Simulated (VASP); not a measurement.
# NdTl2P3 (P-4m2) in VASP: a series of runs

Runs on NdTl2P3. Level: PBE. Tasks: single point.

Program: VASP 6.6.1. These are calculated values, not measurements. Logs are shortened: lines on timing, memory, paths and dates and some standing lists are left out, and cuts for length are marked.

### Step 1. The cell of the first run

Symmetry: P-4m2, No. 115, tetragonal system. The conventional cell has a = 4.166 Å, b = 4.166 Å, c = 7.979 Å, α = 90.00°, β = 90.00°, γ = 90.00°. Within 3.9 Å of Nd (site symmetry -4m2) lie 8 P at 2.95 to 3.01 Å and 4 Tl at 3.55 Å. Within 3.9 Å of Tl (site symmetry 2mm) lie 7 P at 2.93 to 3.55 Å and 2 Nd at 3.55 Å and 4 Tl at 3.69 Å. Within 3.9 Å of P (site symmetry 2mm) lie 5 Tl at 2.93 to 3.03 Å and 2 Nd at 3.01 Å and 2 P at 3.01 Å. P (site symmetry -4m2) has 4 Nd at 2.95 Å and 4 P at 3.01 Å and 4 Tl at 3.55 Å within 3.9 Å.

The cell was built from a structure type or drawn by symmetry, and may not be a known phase.

### Step 2. Single point, PBE

Input file INCAR:

```
SYSTEM = NdTl2P3
PREC     = Accurate       ! precision mode
ENCUT    = 500            ! plane-wave cutoff, eV
EDIFF    = 1E-6           ! SCF threshold, eV
ISMEAR   = 0              ! smearing method
SIGMA    = 0.2            ! smearing width, eV
LREAL    = .FALSE.        ! projectors in reciprocal space
LASPH    = .TRUE.         ! aspherical terms in the spheres
NELM     = 200            ! most SCF steps
ALGO     = Normal         ! electronic algorithm
ISIF     = 2              ! what is computed and relaxed
LWAVE    = .FALSE.        ! write WAVECAR
LCHARG   = .FALSE.        ! write CHGCAR
GGA      = PE             ! functional
NBANDS   = 35             ! bands
GGA_COMPAT= .FALSE.      
LMAXMIX  = 6              ! l up to which the mixer works
```

Input file KPOINTS:

```
Automatic mesh
0
G
  4 4 2
  0 0 0
```

Input file POSCAR:

```
NdTl2P3
1.0
    4.1663560466      0.0000000000      0.0000000000
    0.0000000000      4.1663560466      0.0000000000
    0.0000000000      0.0000000000      7.9786961088
Nd Tl P
1 2 3
Direct
    0.5000000000      0.5000000000      0.0000000000
    0.5000000000      0.0000000000      0.6397187446
    0.0000000000      0.5000000000      0.3602812554
    0.5000000000      0.0000000000      0.2729126269
    0.0000000000      0.5000000000      0.7270873731
    0.0000000000      0.0000000000      0.0000000000
```

Potentials or basis: VASP PAW PBE potentials, release 64 (Nd_3, Tl_d, P), 4f in core.

Started as:

```sh
> cat potpaw_PBE.64/Nd_3/POTCAR potpaw_PBE.64/Tl_d/POTCAR potpaw_PBE.64/P/POTCAR > POTCAR
> mpirun -np 1 vasp_std > vasp.out
```

OUTCAR:

```text
SYSTEM = NdTl2P3
   PREC = Accurate
   ENCUT = 500
   EDIFF = 1E-6
   ISMEAR = 0
   LREAL = .FALSE.
   LASPH = .TRUE.
   NELM = 200
   ISIF = 2
   GGA = PE

 ion  position               nearest neighbor table
   1  0.500  0.500  0.000-   6 2.95   6 2.95   6 2.95   6 2.95   5 3.01   5 3.01   4 3.01   4 3.01
                             3 3.55   2 3.55   3 3.55   2 3.55
   2  0.500  0.000  0.640-   4 2.93   5 3.03   5 3.03   5 3.03   5 3.03   1 3.55   1 3.55   3 3.69
                             3 3.69   3 3.69   3 3.69
   3  0.000  0.500  0.360-   5 2.93   4 3.03   4 3.03   4 3.03   4 3.03   1 3.55   1 3.55   2 3.69
                             2 3.69   2 3.69   2 3.69
   4  0.500  0.000  0.273-   2 2.93   1 3.01   1 3.01   3 3.03   3 3.03   3 3.03   3 3.03
   5  0.000  0.500  0.727-   3 2.93   1 3.01   1 3.01   2 3.03   2 3.03   2 3.03   2 3.03
   6  0.000  0.000  0.000-   1 2.95   1 2.95   1 2.95   1 2.95

  LATTYP: Found a simple tetragonal cell.
 ALAT       =     4.1663560466
 C/A-ratio  =     1.9150298293

  Lattice vectors:

 A1 = (   4.1663560466,   0.0000000000,   0.0000000000)
 A2 = (   0.0000000000,   4.1663560466,   0.0000000000)
 A3 = (   0.0000000000,   0.0000000000,   7.9786961088)

Analysis of symmetry for initial positions (statically):
=====================================================================
 Subroutine PRICEL returns:
 Original cell was already a primitive cell.

 Routine SETGRP: Setting up the symmetry group for a
 simple tetragonal supercell.

 Subroutine GETGRP returns: Found  8 space group operations
 (whereof  8 operations were pure point group operations)
 out of a pool of 16 trial point group operations.

The static configuration has the point symmetry D_2d.

Analysis of symmetry for dynamics (positions and initial velocities):
=====================================================================
 Subroutine PRICEL returns:
 Original cell was already a primitive cell.

 Routine SETGRP: Setting up the symmetry group for a
 simple tetragonal supercell.

 Subroutine GETGRP returns: Found  8 space group operations
 (whereof  8 operations were pure point group operations)
 out of a pool of 16 trial point group operations.

The dynamic configuration has the point symmetry D_2d.

 Subroutine INISYM returns: Found  8 space group operations
 (whereof  8 operations are pure point group operations),
 and found     1 'primitive' translations

----------------------------------------------------------------------------------------

                                     Primitive cell

  volume of cell :     138.4984

  direct lattice vectors                    reciprocal lattice vectors
     4.166356047  0.000000000  0.000000000     0.240017893  0.000000000  0.000000000
     0.000000000  4.166356047  0.000000000     0.000000000  0.240017893  0.000000000
     0.000000000  0.000000000  7.978696109     0.000000000  0.000000000  0.125333762

  length of vectors
     4.166356047  4.166356047  7.978696109     0.240017893  0.240017893  0.125333762

  position of ions in fractional coordinates (direct lattice)
     0.500000000  0.500000000  0.000000000
     0.500000000  0.000000000  0.639718745
     0.000000000  0.500000000  0.360281255
     0.500000000  0.000000000  0.272912627
     0.000000000  0.500000000  0.727087373
     0.000000000  0.000000000  0.000000000

  ion indices of the primitive-cell ions
   primitive index   ion index
                 1           1
                 2           2
                 3           3
                 4           4
                 5           5
                 6           6

----------------------------------------------------------------------------------------

 KPOINTS: Automatic mesh

Automatic generation of k-mesh.
 Grid dimensions read from file:
 generate k-points for:    4    4    2

 Generating k-lattice:

  Cartesian coordinates                     Fractional coordinates (reciprocal lattice)
     0.060004473  0.000000000  0.000000000     0.250000000  0.000000000  0.000000000
     0.000000000  0.060004473  0.000000000     0.000000000  0.250000000  0.000000000
     0.000000000  0.000000000  0.062666881     0.000000000  0.000000000  0.500000000

  Length of vectors
     0.060004473  0.060004473  0.062666881

  Shift w.r.t. Gamma in fractional coordinates (k-lattice)
     0.000000000  0.000000000  0.000000000

 Subroutine IBZKPT returns following result:
 ===========================================

 Found     12 irreducible k-points:

 Following reciprocal coordinates:
            Coordinates               Weight
  0.000000  0.000000  0.000000      1.000000
  0.250000  0.000000  0.000000      4.000000
  0.500000  0.000000  0.000000      2.000000
  0.250000  0.250000  0.000000      4.000000
  0.500000  0.250000  0.000000      4.000000
  0.500000  0.500000  0.000000      1.000000
  0.000000  0.000000  0.500000      1.000000
  0.250000  0.000000  0.500000      4.000000
  0.500000  0.000000  0.500000      2.000000
  0.250000  0.250000  0.500000      4.000000
  0.500000  0.250000  0.500000      4.000000
  0.500000  0.500000  0.500000      1.000000
   k-points           NKPTS =     12   k-points in BZ     NKDIM =     12   number of bands    NBANDS=     35
   number of dos      NEDOS =    301   number of ions     NIONS =      6
   total plane-waves  NPLWV =  54000
   dimension x,y,z NGX =    30 NGY =   30 NGZ =   60
   dimension x,y,z NGXF=    60 NGYF=   60 NGZF=  120
   ions per type =               1   2   3
   NGX,Y,Z   is equivalent  to a cutoff of  11.97, 11.97, 12.50 a.u.
   NGXF,Y,Z  is equivalent  to a cutoff of  23.94, 23.94, 25.00 a.u.
 SYSTEM =  NdTl2P3
   PREC   = accura    normal or accurate (medium, high low for compatibility)
   ISTART =      0    job   : 0-new  1-cont  2-samecut
   ICHARG =      2    charge: 1-file 2-atom 10-const
   ISPIN  =      1    spin polarized calculation?
   LNONCOLLINEAR =      F non collinear calculations
   LSORBIT =      F    spin-orbit coupling
   LASPH  =      T    aspherical Exc in radial PAW
   ENCUT  =  500.0 eV  36.75 Ry    6.06 a.u.   7.60  7.60 14.55*2*pi/ulx,y,z
   NELM   =    200;   NELMIN=  2; NELMDL= -5     # of ELM steps
   EDIFF  = 0.1E-05   stopping-criterion for ELM
   LREAL  =      F    real-space projection
   EDIFFG = 0.1E-04   stopping-criterion for IOM
   NSW    =      0    number of steps for IOM
   IBRION =     -1    ionic relax: 0-MD 1-quasi-New 2-CG
   NFREE  =      0    steps in history (QN), initial steepest desc. (CG)
   ISIF   =      2    stress and relaxation
   ISYM   =      2    0-nonsym 1-usesym 2-fastsym
   POTIM  = 0.5000    time-step for ionic-motion
   TEBEG  =    0.0;   TEEND  =   0.0 temperature during run
   PSTRESS=    0.0 pullay stress
   NELECT =      52.0000    total number of electrons
   NUPDOWN=      -1.0000    fix difference up-down
   EMIN   =  10.00;   EMAX   =-10.00  energy-range for DOS
   EFERMI =   0.00;   METHOD = LEGACY
   ISMEAR =     0;   SIGMA  =   0.20  broadening in eV -4-tet -1-fermi 0-gaus
   EFERMI_NEDOS =   21; number of points for ismear=-14 and -15
   IALGO  =     38    algorithm
   IMIX   =      4    mixing-type and parameters
     AMIX     =   0.40;   BMIX     =  1.00
     AMIX_MAG =   1.60;   BMIX_MAG =  1.00
  volume/ion in A,a.u.               =      23.08       155.77
  Fermi-wavevector in a.u.,A,eV,Ry     =   1.181030  2.231824 18.977850  1.394833
  Thomas-Fermi vector in A             =   2.317312
   LORBIT       =      0    0 simple, 1 ext, 2 COOP (PROOUT), +10 PAW based schemes
   GGA     = PE    functional components
   LHFCALC =     F    Hartree Fock is set to
   AEXX    =    0.0000 exact exchange contribution
   IVDW    =     0    specifies the selected vdW correction
   LEPSILON=     F    determine dielectric tensor
   LRPA    =     F    only Hartree local field effects (RPA)
 non-spin polarized calculation
 Gauss-broadening in eV      SIGMA  =   0.20
  energy-cutoff  :      500.00
  volume of cell :      138.50
 maximum number of plane-waves:      3543
   NGX = 15   NGY = 15   NGZ = 29

 number of electron      52.0000004 magnetization

 Free energy of the ion-electron system (eV)
  ---------------------------------------------------
  ext. energy  EPLUGINS =         0.00000000
  ---------------------------------------------------
  free energy    TOTEN  =       -26.56699349 eV

  energy without entropy =      -26.48453968  energy(sigma->0) =      -26.52576659

 E-fermi :   6.0714     XC(G=0): -10.3584

 val. band max:        6.0479374570   @ k =   0.0000   0.0000   0.0000
 cond. band min:       6.1079498158   @ k =   0.2500   0.0000   0.5000
 fundamental gap:      0.0600123588
 Fermi energy:         6.0713731200

 k-point     1 :       0.0000    0.0000    0.0000
  band No.  band energies     occupation
      1     -31.4460      2.00000
      2     -12.7804      2.00000
      3     -12.5803      2.00000
      4     -12.5803      2.00000
      5      -5.7142      2.00000
      6      -5.5911      2.00000
[... 27 lines left out ...]
     34       9.9384      0.00000
     35      10.5549      0.00000

 k-point     2 :       0.2500    0.0000    0.0000
  band No.  band energies     occupation
      1     -31.4408      2.00000
      2     -12.7635      2.00000
      3     -12.7362      2.00000
      4     -12.5630      2.00000
      5      -5.4645      2.00000
      6      -5.3023      2.00000
[... 27 lines left out ...]
     34      10.3101      0.00000
     35      10.9701      0.00000

 k-point     3 :       0.5000    0.0000    0.0000
  band No.  band energies     occupation
      1     -31.4356      2.00000
      2     -12.8932      2.00000
      3     -12.7356      2.00000
      4     -12.5455      2.00000
      5      -5.2718      2.00000
      6      -5.2600      2.00000
[... 27 lines left out ...]
     34      10.1032      0.00000
     35      10.3120      0.00000
[... 267 lines left out ...]
 k-point    11 :       0.5000    0.2500    0.5000
  band No.  band energies     occupation
      1     -31.4306      2.00000
      2     -12.8476      2.00000
      3     -12.7189      2.00000
      4     -12.6732      2.00000
      5      -5.4703      2.00000
      6      -5.4477      2.00000
[... 27 lines left out ...]
     34      11.1651      0.00000
     35      11.4507      0.00000

 k-point    12 :       0.5000    0.5000    0.5000
  band No.  band energies     occupation
      1     -31.4257      2.00000
      2     -12.8012      2.00000
      3     -12.8012      2.00000
      4     -12.6958      2.00000
      5      -5.6022      2.00000
      6      -5.6022      2.00000
[... 27 lines left out ...]
     34      11.1881      0.00000
     35      11.2054      0.00000

------------------------ aborting loop because EDIFF is reached ----------------------------------------

  FORCE on cell =-STRESS in cart. coord.  units (eV):
  Direction    XX          YY          ZZ          XY          YZ          ZX
  --------------------------------------------------------------------------------------
  -------------------------------------------------------------------------------------
  Total        0.1758165      0.1758165      0.1324067      0.0000000      0.0000000      0.0000000
  in kB        2.0338815      2.0338815      1.5317081      0.0000000      0.0000000      0.0000000
  external PRESSURE =       1.8664903 kB  Pullay stress =       0.0000000 kB

 VOLUME and BASIS-vectors are now :
 -----------------------------------------------------------------------------
  energy-cutoff  :      500.00
  volume of cell :      138.50
      direct lattice vectors                 reciprocal lattice vectors
     4.166356047  0.000000000  0.000000000     0.240017893  0.000000000  0.000000000
     0.000000000  4.166356047  0.000000000     0.000000000  0.240017893  0.000000000
     0.000000000  0.000000000  7.978696109     0.000000000  0.000000000  0.125333762

 POSITION                                       TOTAL-FORCE (eV/Angst)
 -----------------------------------------------------------------------------------
      2.08318      2.08318      0.00000        -0.000000      0.000000      0.000000
      2.08318      0.00000      5.10412         0.000000     -0.000000     -0.024312
      0.00000      2.08318      2.87457         0.000000     -0.000000      0.024312
      2.08318      0.00000      2.17749        -0.000000     -0.000000      0.004889
      0.00000      2.08318      5.80121        -0.000000     -0.000000     -0.004889
      0.00000      0.00000      0.00000        -0.000000     -0.000000      0.000000
 -----------------------------------------------------------------------------------
    total drift:                                0.000000      0.000000      0.000000

  FREE ENERGIE OF THE ION-ELECTRON SYSTEM (eV)
  ---------------------------------------------------
  free  energy   TOTEN  =       -26.5669934888 eV

  energy  without entropy=      -26.4845396820  energy(sigma->0) =      -26.52576659
```

It took 25 s on 1 thread of Intel Xeon 6975P-C (Granite Rapids), shared host; peak memory 0.24 GiB.

Results:

| Quantity | Value |
| --- | --- |
| Free energy | -26.5670 eV |
| Pressure | 0.2 GPa |
| Largest force | 0.024 eV/Å |
| Band gap on the k mesh | zero (bands 26 and 27 overlap by 1.72 eV) |

Forces on the atoms (eV/Å):
```
Nd   0.000  0.000  0.000
Tl   0.000  0.000 -0.024
Tl   0.000  0.000  0.024
P    0.000  0.000  0.005
P    0.000  0.000 -0.005
P    0.000  0.000  0.000
```

Levels at points of the mesh, in eV from the Fermi level:
| k point | band 24 | band 25 | band 26 | band 27 | band 28 | band 29 |
| --- | --- | --- | --- | --- | --- | --- |
| (0.00, 0.00, 0.00) | -1.81 | -1.19 | -0.62 | -0.02 | -0.02 | 2.15 |
| (0.50, 0.00, 0.00) | -1.00 | -0.97 | 0.20 | 1.18 | 1.54 | 2.21 |
| (0.50, 0.50, 0.00) | -2.78 | -2.54 | 0.52 | 0.52 | 1.07 | 2.08 |
| (0.00, 0.00, 0.50) | -1.93 | -0.76 | -0.23 | 0.32 | 0.32 | 1.66 |
| (0.50, 0.00, 0.50) | -1.05 | 0.04 | 0.34 | 0.82 | 1.75 | 1.85 |
| (0.50, 0.50, 0.50) | -2.28 | -2.07 | -1.19 | -1.19 | -0.14 | 3.27 |

Caveat: the k points lie up to 0.39 Å⁻¹ apart, too coarse for converged energies and pressures of a metal; spin-orbit coupling is left out, which moves the levels of the heavy elements; the 4f electrons are frozen in the core, so they carry no moment and show no levels. Spin polarisation is off, so any magnetic state and its effect on volume and gap are missing.

(Continued in part 2 of 2.)
